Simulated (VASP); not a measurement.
# BaY (P4/mmm) in VASP: a series of runs, part 2 of 2

VASP 6.6.1. The steps go on from the part before.

## Step 3: Single point, PBE (volume scaled by 0.98)

INCAR

```
SYSTEM = BaY
PREC = Accurate ; ENCUT = 520
EDIFF = 1E-6 ; ISMEAR = -1
SIGMA = 0.05 ; LREAL = .False.
LASPH = .True. ; NELM = 80
ALGO = Normal ; ISIF = 2
LWAVE = .False. ; LCHARG = .False.
GGA = PE ; NBANDS = 18
```

KPOINTS

```
Automatic mesh
0
Gamma
  6 6 6
  0 0 0
```

POSCAR

```
BaY
1.0
    4.2271272629      0.0000000000      0.0000000000
    0.0000000000      4.2271272629      0.0000000000
    0.0000000000      0.0000000000      4.4453853513
Ba Y
1 1
Direct
    0.0000000000      0.0000000000      0.0000000000
    0.5000000000      0.5000000000      0.5000000000
```

Potentials or basis: VASP PAW PBE potentials, release 64 (Ba_sv, Y_sv).

On the command line:

```console
$ cat potpaw_PBE.64/Ba_sv/POTCAR potpaw_PBE.64/Y_sv/POTCAR > POTCAR
$ mpirun -np 1 vasp_std > vasp.out
```

OUTCAR:

```text
SYSTEM = BaY
   PREC = Accurate
   ENCUT = 520
   EDIFF = 1E-6
   ISMEAR = -1
   LREAL = .False.
   LASPH = .True.
   NELM = 80
   ISIF = 2
   GGA = PE

 ion  position               nearest neighbor table
   1  0.000  0.000  0.000-   2 3.72   2 3.72   2 3.72   2 3.72   2 3.72   2 3.72   2 3.72   2 3.72

   2  0.500  0.500  0.500-   1 3.72   1 3.72   1 3.72   1 3.72   1 3.72   1 3.72   1 3.72   1 3.72

  LATTYP: Found a simple tetragonal cell.
 ALAT       =     4.2271272629
 C/A-ratio  =     1.0516327224

  Lattice vectors:

 A1 = (   4.2271272629,   0.0000000000,   0.0000000000)
 A2 = (   0.0000000000,   4.2271272629,   0.0000000000)
 A3 = (   0.0000000000,   0.0000000000,   4.4453853513)

Analysis of symmetry for initial positions (statically):
=====================================================================
 Subroutine PRICEL returns:
 Original cell was already a primitive cell.

 Routine SETGRP: Setting up the symmetry group for a
 simple tetragonal supercell.

 Subroutine GETGRP returns: Found 16 space group operations
 (whereof 16 operations were pure point group operations)
 out of a pool of 16 trial point group operations.

The static configuration has the point symmetry D_4h.

Analysis of symmetry for dynamics (positions and initial velocities):
=====================================================================
 Subroutine PRICEL returns:
 Original cell was already a primitive cell.

 Routine SETGRP: Setting up the symmetry group for a
 simple tetragonal supercell.

 Subroutine GETGRP returns: Found 16 space group operations
 (whereof 16 operations were pure point group operations)
 out of a pool of 16 trial point group operations.

The dynamic configuration has the point symmetry D_4h.

 Subroutine INISYM returns: Found 16 space group operations
 (whereof 16 operations are pure point group operations),
 and found     1 'primitive' translations

[... 105 lines left out ...]
   NELECT =      21.0000    total number of electrons
   NUPDOWN=      -1.0000    fix difference up-down
   EMIN   =  10.00;   EMAX   =-10.00  energy-range for DOS
   EFERMI =   0.00;   METHOD = LEGACY
   ISMEAR =    -1;   SIGMA  =   0.05  broadening in eV -4-tet -1-fermi 0-gaus
   EFERMI_NEDOS =   21; number of points for ismear=-14 and -15
   IALGO  =     38    algorithm
   IMIX   =      4    mixing-type and parameters
     AMIX     =   0.40;   BMIX     =  1.00
     AMIX_MAG =   1.60;   BMIX_MAG =  1.00
  volume/ion in A,a.u.               =      39.72       268.02
  Fermi-wavevector in a.u.,A,eV,Ry     =   1.050706  1.985547 15.020604  1.103983
  Thomas-Fermi vector in A             =   2.185720
   LORBIT       =      0    0 simple, 1 ext, 2 COOP (PROOUT), +10 PAW based schemes
   GGA     = PE    functional components
   LHFCALC =     F    Hartree Fock is set to
   AEXX    =    0.0000 exact exchange contribution
   IVDW    =     0    specifies the selected vdW correction
   LEPSILON=     F    determine dielectric tensor
   LRPA    =     F    only Hartree local field effects (RPA)
 non-spin polarized calculation
  energy-cutoff  :      520.00
  volume of cell :       79.43
 maximum number of plane-waves:      2160
 NGX is ok and might be reduce to    32
   NGX = 15   NGY = 15   NGZ = 17

 number of electron      21.0000001 magnetization

 Free energy of the ion-electron system (eV)
  ---------------------------------------------------
  ext. energy  EPLUGINS =         0.00000000
  ---------------------------------------------------
  free energy    TOTEN  =        -7.63150719 eV

  energy without entropy =       -7.60466301  energy(sigma->0) =       -7.61808510

 E-fermi :   2.8321     XC(G=0):  -8.8808

 val. band max:        2.7984629352   @ k =   0.5000   0.3333   0.3333
 cond. band min:       2.8653657306   @ k =   0.3333   0.3333   0.3333
 fundamental gap:      0.0669027954
 Fermi energy:         2.8320954529

 k-point     1 :       0.0000    0.0000    0.0000
  band No.  band energies     occupation
      1     -40.6070      2.00000
      2     -24.9862      2.00000
      3     -20.5751      2.00000
      4     -20.5327      2.00000
      5     -20.5327      2.00000
      6     -10.1585      2.00000
[... 481 lines left out ...]
      5     -20.5243      2.00000
      6     -10.5149      2.00000
[... 10 lines left out ...]
     17       6.2677      0.00000
     18       8.0616      0.00000

 [... further k-points ...]
[... 5 lines left out ...]
  --------------------------------------------------------------------------------------
  -------------------------------------------------------------------------------------
  Total        1.0239366      1.0239366      0.8278776      0.0000000     -0.0000000      0.0000000
  in kB       20.6530207     20.6530207     16.6984697      0.0000000     -0.0000000      0.0000000
  external PRESSURE =      19.3348370 kB  Pullay stress =       0.0000000 kB

 VOLUME and BASIS-vectors are now :
 -----------------------------------------------------------------------------
  energy-cutoff  :      520.00
  volume of cell :       79.43
      direct lattice vectors                 reciprocal lattice vectors
     4.227127263  0.000000000  0.000000000     0.236567280  0.000000000  0.000000000
     0.000000000  4.227127263  0.000000000     0.000000000  0.236567280  0.000000000
     0.000000000  0.000000000  4.445385351     0.000000000  0.000000000  0.224952377

 POSITION                                       TOTAL-FORCE (eV/Angst)
 -----------------------------------------------------------------------------------
      0.00000      0.00000      0.00000         0.000000      0.000000      0.000000
      2.11356      2.11356      2.22269         0.000000      0.000000      0.000000
 -----------------------------------------------------------------------------------
    total drift:                                0.000000      0.000000     -0.000000

  FREE ENERGIE OF THE ION-ELECTRON SYSTEM (eV)
  ---------------------------------------------------
  free  energy   TOTEN  =        -7.6315071865 eV

  energy  without entropy=       -7.6046630110  energy(sigma->0) =       -7.61808510
```

OSZICAR:

```text
N       E                     dE             d eps       ncg     rms          rms(c)
DAV:   1     0.106165756983E+03    0.10617E+03   -0.97166E+03  1440   0.102E+03
DAV:   2    -0.108427347420E+01   -0.10725E+03   -0.10464E+03  1886   0.228E+02
DAV:   3    -0.828842991760E+01   -0.72042E+01   -0.71030E+01  2440   0.424E+01
DAV:   4    -0.844179811962E+01   -0.15337E+00   -0.15317E+00  1880   0.563E+00
DAV:   5    -0.844552290556E+01   -0.37248E-02   -0.37237E-02  2078   0.641E-01    0.175E+01
DAV:   6    -0.767029028784E+01    0.77523E+00   -0.17432E+00  1626   0.452E+00    0.120E+01
DAV:   7    -0.765454427984E+01    0.15746E-01   -0.11243E+00  1892   0.359E+00    0.287E+00
DAV:   8    -0.763815100459E+01    0.16393E-01   -0.35064E-01  1634   0.234E+00    0.128E+00
DAV:   9    -0.763255847513E+01    0.55925E-02   -0.61887E-02  1666   0.972E-01    0.841E-01
DAV:  10    -0.763145854795E+01    0.10999E-02   -0.43920E-03  1628   0.300E-01    0.234E-01
DAV:  11    -0.763151860642E+01   -0.60058E-04   -0.77455E-04  1910   0.151E-01    0.493E-02
DAV:  12    -0.763151174261E+01    0.68638E-05   -0.24642E-05  1668   0.305E-02    0.225E-02
DAV:  13    -0.763150872474E+01    0.30179E-05   -0.71294E-06  1760   0.122E-02    0.112E-02
DAV:  14    -0.763150749090E+01    0.12338E-05   -0.35207E-06  1524   0.889E-03    0.258E-03
DAV:  15    -0.763150718654E+01    0.30436E-06   -0.51513E-07   850   0.445E-03
   1 F= -.76315072E+01 E0= -.76180851E+01  d E =-.268442E-01
```

Run time: 46 s. Hardware: 1 thread of Intel Xeon 6975P-C, shared host; peak memory 0.23 GiB.

Results:

```
Free energy : -7.6315 eV
Pressure    : 1.9 GPa
```

Stress tensor (GPa, compression positive):
```
2.07 0.00 0.00
0.00 2.07 0.00
0.00 0.00 1.67
```

Caveat: spin-orbit coupling is left out, which moves the levels of the heavy elements.
